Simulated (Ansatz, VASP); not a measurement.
## In in VASP and in Ansatz

```xyz
3
Lattice="4.1776 0.0000 0.0000 0.0000 4.1776 0.0000 0.0000 0.0000 4.1776" Properties=species:S:1:pos:R:3 pbc="T T T"
In    2.0888    0.0000    0.0000
In    0.0000    2.0888    0.0000
In    0.0000    0.0000    2.0888
```

Alike in both runs: task single point; functional PBE; k mesh 4 × 4 × 4; occupations gaussian, width 0.1 eV; no spin polarisation.

|  | VASP | Ansatz |
| --- | --- | --- |
| version | VASP 6.6.1 | Ansatz 0.2.0 |
| potentials or method | VASP PAW PBE potentials, release 64 (In_d), cutoff 520 eV | scalar-relativistic, plane waves, PAW |
| valence electrons in the cell | 39 | 39 |

```tsv
	VASP	Ansatz	Ansatz less VASP
gap on the k mesh at the Fermi level (eV)	none	none	-
pressure (GPa)	11.7	11.7	0.00
```

A gap of «none» marks a metal or a gap that the smearing closes.

The k mesh is coarse, so the values compare programs but aren't converged.
